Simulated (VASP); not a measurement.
# Se (Fd-3m) in VASP: a series of runs

Runs on Se. Level: PBE. Tasks: single point, relaxation of cell and atoms.

All numbers are computed with VASP 6.6.1; they aren't measurements. Logs are shortened: lines on timing, memory, paths and dates and some standing lists are left out, and cuts for length are marked.

**1. The cell of the first run**

The structure is cubic, space group Fd-3m (No. 227). Conventional cell: a = 5.309 Å, b = 5.309 Å, c = 5.309 Å, α = 90.00°, β = 90.00°, γ = 90.00°. Se (site symmetry -43m) has 4 Se at 2.30 Å within 3.0 Å.

**2. Single point, PBE**

Contents of INCAR:

```
SYSTEM = Se
PREC = Accurate
ENCUT = 520
EDIFF = 1E-6
ISMEAR = -1
SIGMA = 0.01
LREAL = .False.
LASPH = .True.
NELM = 80
ALGO = Normal
ISIF = 2
LWAVE = .False.
LCHARG = .False.
GGA = PE
NBANDS = 13
```

Contents of KPOINTS:

```
Automatic mesh
0
Gamma
  5 5 5
  0 0 0
```

Contents of POSCAR:

```
Se
1.0
    0.0000000000      2.6543917844      2.6543917844
    2.6543917844      0.0000000000      2.6543917844
    2.6543917844      2.6543917844      0.0000000000
Se
2
Direct
    0.0000000000      0.0000000000      0.0000000000
    0.2500000000      0.2500000000      0.2500000000
```

Potentials or basis: VASP PAW PBE potentials, release 64 (Se).

Launch:

```console
$ cat potpaw_PBE.64/Se/POTCAR > POTCAR
$ mpirun -np 1 vasp_std > vasp.out
```

OUTCAR:

```text
SYSTEM = Se
   PREC = Accurate
   ENCUT = 520
   EDIFF = 1E-6
   ISMEAR = -1
   LREAL = .False.
   LASPH = .True.
   NELM = 80
   ISIF = 2
   GGA = PE

 ion  position               nearest neighbor table
   1  0.000  0.000  0.000-   2 2.30   2 2.30   2 2.30   2 2.30
   2  0.250  0.250  0.250-   1 2.30   1 2.30   1 2.30   1 2.30

  LATTYP: Found a face centered cubic cell.
 ALAT       =     5.3087835688

  Lattice vectors:

 A1 = (   0.0000000000,   2.6543917844,   2.6543917844)
 A2 = (   2.6543917844,   0.0000000000,   2.6543917844)
 A3 = (   2.6543917844,   2.6543917844,   0.0000000000)

Analysis of symmetry for initial positions (statically):
=====================================================================
 Subroutine PRICEL returns:
 Original cell was already a primitive cell.

 Routine SETGRP: Setting up the symmetry group for a
 face centered cubic supercell.

 Subroutine GETGRP returns: Found 48 space group operations
 (whereof 24 operations were pure point group operations)
 out of a pool of 48 trial point group operations.

The static configuration has the point symmetry T_d .
 The point group associated with its full space group is O_h .

Analysis of symmetry for dynamics (positions and initial velocities):
=====================================================================
 Subroutine PRICEL returns:
 Original cell was already a primitive cell.

 Routine SETGRP: Setting up the symmetry group for a
 face centered cubic supercell.

 Subroutine GETGRP returns: Found 48 space group operations
 (whereof 24 operations were pure point group operations)
 out of a pool of 48 trial point group operations.

The dynamic configuration has the point symmetry T_d .
 The point group associated with its full space group is O_h .

 Subroutine INISYM returns: Found 48 space group operations
 (whereof 24 operations are pure point group operations),
 and found     1 'primitive' translations

----------------------------------------------------------------------------------------

                                     Primitive cell

  volume of cell :      37.4046

  direct lattice vectors                    reciprocal lattice vectors
     0.000000000  2.654391784  2.654391784    -0.188367069  0.188367069  0.188367069
     2.654391784  0.000000000  2.654391784     0.188367069 -0.188367069  0.188367069
     2.654391784  2.654391784  0.000000000     0.188367069  0.188367069 -0.188367069

  length of vectors
     3.753876861  3.753876861  3.753876861     0.326261334  0.326261334  0.326261334

  position of ions in fractional coordinates (direct lattice)
     0.000000000  0.000000000  0.000000000
     0.250000000  0.250000000  0.250000000

  ion indices of the primitive-cell ions
   primitive index   ion index
                 1           1
                 2           2

----------------------------------------------------------------------------------------

 KPOINTS: Automatic mesh

Automatic generation of k-mesh.
 Grid dimensions read from file:
 generate k-points for:    5    5    5

 Generating k-lattice:

  Cartesian coordinates                     Fractional coordinates (reciprocal lattice)
    -0.037673414  0.037673414  0.037673414     0.200000000  0.000000000  0.000000000
     0.037673414 -0.037673414  0.037673414     0.000000000  0.200000000  0.000000000
     0.037673414  0.037673414 -0.037673414     0.000000000  0.000000000  0.200000000

  Length of vectors
     0.065252267  0.065252267  0.065252267

  Shift w.r.t. Gamma in fractional coordinates (k-lattice)
     0.000000000  0.000000000  0.000000000

 Subroutine IBZKPT returns following result:
 ===========================================

 Found     10 irreducible k-points:

 Following reciprocal coordinates:
            Coordinates               Weight
  0.000000  0.000000  0.000000      1.000000
  0.200000  0.000000  0.000000      8.000000
  0.400000  0.000000  0.000000      8.000000
  0.200000  0.200000  0.000000      6.000000
  0.400000  0.200000  0.000000     24.000000
 -0.400000  0.200000  0.000000     24.000000
 -0.200000  0.200000  0.000000     12.000000
  0.400000  0.400000  0.000000      6.000000
 -0.400000  0.400000  0.000000     12.000000
 -0.400000  0.400000  0.200000     24.000000
   k-points           NKPTS =     10   k-points in BZ     NKDIM =     10   number of bands    NBANDS=     13
   number of dos      NEDOS =    301   number of ions     NIONS =      2
   total plane-waves  NPLWV =  21952
   dimension x,y,z NGX =    28 NGY =   28 NGZ =   28
   dimension x,y,z NGXF=    56 NGYF=   56 NGZF=   56
   ions per type =               2
   NGX,Y,Z   is equivalent  to a cutoff of  12.40, 12.40, 12.40 a.u.
   NGXF,Y,Z  is equivalent  to a cutoff of  24.80, 24.80, 24.80 a.u.
 SYSTEM =  Se
   PREC   = accura    normal or accurate (medium, high low for compatibility)
   ISTART =      0    job   : 0-new  1-cont  2-samecut
   ICHARG =      2    charge: 1-file 2-atom 10-const
   ISPIN  =      1    spin polarized calculation?
   LNONCOLLINEAR =      F non collinear calculations
   LSORBIT =      F    spin-orbit coupling
   LASPH  =      T    aspherical Exc in radial PAW
   ENCUT  =  520.0 eV  38.22 Ry    6.18 a.u.   6.98  6.98  6.98*2*pi/ulx,y,z
   NELM   =     80;   NELMIN=  2; NELMDL= -5     # of ELM steps
   EDIFF  = 0.1E-05   stopping-criterion for ELM
   LREAL  =      F    real-space projection
   EDIFFG = 0.1E-04   stopping-criterion for IOM
   NSW    =      0    number of steps for IOM
   IBRION =     -1    ionic relax: 0-MD 1-quasi-New 2-CG
   NFREE  =      0    steps in history (QN), initial steepest desc. (CG)
   ISIF   =      2    stress and relaxation
   ISYM   =      2    0-nonsym 1-usesym 2-fastsym
   POTIM  = 0.5000    time-step for ionic-motion
   TEBEG  =    0.0;   TEEND  =   0.0 temperature during run
   PSTRESS=    0.0 pullay stress
   NELECT =      12.0000    total number of electrons
   NUPDOWN=      -1.0000    fix difference up-down
   EMIN   =  10.00;   EMAX   =-10.00  energy-range for DOS
   EFERMI =   0.00;   METHOD = LEGACY
   ISMEAR =    -1;   SIGMA  =   0.01  broadening in eV -4-tet -1-fermi 0-gaus
   EFERMI_NEDOS =   21; number of points for ismear=-14 and -15
   IALGO  =     38    algorithm
   IMIX   =      4    mixing-type and parameters
     AMIX     =   0.40;   BMIX     =  1.00
     AMIX_MAG =   1.60;   BMIX_MAG =  1.00
  volume/ion in A,a.u.               =      18.70       126.21
  Fermi-wavevector in a.u.,A,eV,Ry     =   1.120711  2.117836 17.088818  1.255993
  Thomas-Fermi vector in A             =   2.257359
   LORBIT       =      0    0 simple, 1 ext, 2 COOP (PROOUT), +10 PAW based schemes
   GGA     = PE    functional components
   LHFCALC =     F    Hartree Fock is set to
   AEXX    =    0.0000 exact exchange contribution
   IVDW    =     0    specifies the selected vdW correction
   LEPSILON=     F    determine dielectric tensor
   LRPA    =     F    only Hartree local field effects (RPA)
 non-spin polarized calculation
  energy-cutoff  :      520.00
  volume of cell :       37.40
 maximum number of plane-waves:      1025
   NGX = 13   NGY = 13   NGZ = 13

 number of electron      12.0000003 magnetization

 Free energy of the ion-electron system (eV)
  ---------------------------------------------------
  ext. energy  EPLUGINS =         0.00000000
  ---------------------------------------------------
  free energy    TOTEN  =        -2.78735758 eV

  energy without entropy =       -2.78554998  energy(sigma->0) =       -2.78645378

 E-fermi :   7.5392     XC(G=0): -10.5411

 val. band max:        7.4814814429   @ k =   0.4000   0.0000   0.0000
 cond. band min:       7.5419061621   @ k =  -0.2000   0.2000   0.0000
 fundamental gap:      0.0604247191
 Fermi energy:         7.5391503175

 k-point     1 :       0.0000    0.0000    0.0000
  band No.  band energies     occupation
      1     -12.1777      2.00000
      2      -0.0611      2.00000
      3       2.2031      2.00000
      4       2.2031      2.00000
      5       2.2031      2.00000
      6       5.9224      2.00000
      7       5.9224      2.00000
      8       5.9224      2.00000
      9      11.9989      0.00000
     10      14.6836      0.00000
     11      14.6836      0.00000
     12      17.3865      0.00000
     13      17.3865      0.00000

 k-point     2 :       0.2000    0.0000    0.0000
  band No.  band energies     occupation
      1     -11.6963      2.00000
      2      -2.8052      2.00000
      3       1.6433      2.00000
      4       1.6433      2.00000
      5       2.9089      2.00000
      6       6.7582      2.00000
      7       6.7582      2.00000
      8       7.5602      0.21788
      9      13.6177      0.00000
     10      13.7723      0.00000
     11      13.7723      0.00000
     12      16.5164      0.00000
     13      20.2709      0.00000

 k-point     3 :       0.4000    0.0000    0.0000
  band No.  band energies     occupation
      1     -10.5294      2.00000
      2      -5.7800      2.00000
      3       1.0270      2.00000
      4       1.0270      2.00000
      5       2.4959      2.00000
      6       7.4815      1.99376
      7       7.4815      1.99376
      8      11.3035      0.00000
      9      13.9334      0.00000
     10      15.1060      0.00000
     11      15.1060      0.00000
     12      16.9738      0.00000
     13      19.4772      0.00000

 k-point     4 :       0.2000    0.2000    0.0000
  band No.  band energies     occupation
      1     -11.5236      2.00000
      2      -3.1454      2.00000
      3       0.8765      2.00000
      4       0.8765      2.00000
      5       4.8346      2.00000
      6       4.9667      2.00000
      7       8.0972      0.00000
      8       8.0972      0.00000
      9      11.9948      0.00000
     10      14.4628      0.00000
     11      15.4614      0.00000
     12      18.8197      0.00000
     13      18.8197      0.00000

 k-point     5 :       0.4000    0.2000    0.0000
  band No.  band energies     occupation
      1     -10.4916      2.00000
      2      -5.5082      2.00000
      3      -0.2916      2.00000
      4       0.3241      2.00000
      5       4.7087      2.00000
      6       6.3788      2.00000
      7       9.1399      0.00000
      8       9.2499      0.00000
      9      13.6392      0.00000
     10      15.4878      0.00000
     11      16.4874      0.00000
     12      18.4304      0.00000
     13      19.2324      0.00000

 k-point     6 :      -0.4000    0.2000    0.0000
  band No.  band energies     occupation
      1      -9.8055      2.00000
      2      -6.6158      2.00000
      3      -1.0206      2.00000
      4       0.5288      2.00000
      5       4.4992      2.00000
      6       7.8163      0.00000
      7       8.6976      0.00000
      8      10.7241      0.00000
      9      12.9755      0.00000
     10      14.5996      0.00000
     11      16.7755      0.00000
     12      18.0243      0.00000
     13      20.4522      0.00000

 k-point     7 :      -0.2000    0.2000    0.0000
  band No.  band energies     occupation
      1     -10.9376      2.00000
      2      -4.6903      2.00000
      3      -0.3955      2.00000
      4       1.3145      2.00000
      5       4.3251      2.00000
      6       7.4095      2.00000
      7       7.5419      0.86307
      8       8.8472      0.00000
      9      12.8202      0.00000
     10      14.9875      0.00000
     11      15.2421      0.00000
     12      18.5168      0.00000
     13      19.6680      0.00000

 k-point     8 :       0.4000    0.4000    0.0000
  band No.  band energies     occupation
      1      -9.6317      2.00000
      2      -6.7225      2.00000
      3      -0.3460      2.00000
      4      -0.3460      2.00000
      5       4.3068      2.00000
      6       4.9805      2.00000
      7      11.5077      0.00000
      8      11.5077      0.00000
      9      13.5015      0.00000
     10      17.0066      0.00000
     11      17.7924      0.00000
     12      19.0160      0.00000
     13      19.0160      0.00000

 k-point     9 :      -0.4000    0.4000    0.0000
  band No.  band energies     occupation
      1      -8.6399      2.00000
      2      -7.8769      2.00000
      3      -1.2822      2.00000
      4      -0.2515      2.00000
      5       4.6504      2.00000
      6       6.6222      2.00000
      7      10.9366      0.00000
      8      11.1889      0.00000
      9      13.1016      0.00000
     10      15.8016      0.00000
     11      17.0066      0.00000
     12      20.7691      0.00000
     13      20.8253      0.00000

 k-point    10 :      -0.4000    0.4000    0.2000
  band No.  band energies     occupation
      1      -9.3191      2.00000
      2      -7.0831      2.00000
      3      -1.2365      2.00000
      4      -0.4030      2.00000
      5       6.2232      2.00000
      6       6.8064      2.00000
      7       8.7251      0.00000
      8      10.6063      0.00000
      9      13.4968      0.00000
     10      14.8493      0.00000
     11      17.8076      0.00000
     12      19.6624      0.00000
     13      20.7586      0.00000

------------------------ aborting loop because EDIFF is reached ----------------------------------------

  FORCE on cell =-STRESS in cart. coord.  units (eV):
  Direction    XX          YY          ZZ          XY          YZ          ZX
  --------------------------------------------------------------------------------------
  -------------------------------------------------------------------------------------
  Total       14.1607800     14.1607800     14.1607800      0.0000000      0.0000000      0.0000000
  in kB      606.5584944    606.5584944    606.5584944      0.0000000      0.0000000      0.0000000
  external PRESSURE =     606.5584944 kB  Pullay stress =       0.0000000 kB

 VOLUME and BASIS-vectors are now :
 -----------------------------------------------------------------------------
  energy-cutoff  :      520.00
  volume of cell :       37.40
      direct lattice vectors                 reciprocal lattice vectors
     0.000000000  2.654391784  2.654391784    -0.188367069  0.188367069  0.188367069
     2.654391784  0.000000000  2.654391784     0.188367069 -0.188367069  0.188367069
     2.654391784  2.654391784  0.000000000     0.188367069  0.188367069 -0.188367069

 POSITION                                       TOTAL-FORCE (eV/Angst)
 -----------------------------------------------------------------------------------
      0.00000      0.00000      0.00000         0.000000      0.000000      0.000000
      1.32720      1.32720      1.32720        -0.000000     -0.000000     -0.000000
 -----------------------------------------------------------------------------------
    total drift:                                0.000000      0.000000     -0.000000

  FREE ENERGIE OF THE ION-ELECTRON SYSTEM (eV)
  ---------------------------------------------------
  free  energy   TOTEN  =        -2.7873575779 eV

  energy  without entropy=       -2.7855499824  energy(sigma->0) =       -2.78645378
```

Wall time 6.4 s (1 thread of Intel Xeon Platinum 8259CL at 2.50GHz (Skylake/Cascade Lake), shared host); peak memory 0.15 GiB.

What came out:

```
Free energy            : -2.7874 eV
Pressure               : 60.7 GPa
Band gap on the k mesh : zero (band 6 reaches 7.82 eV, above the bottom of band 7 at 5.92 eV)
```

Caveat: the k points lie up to 0.41 Å⁻¹ apart.

[end of part 1 of 3]
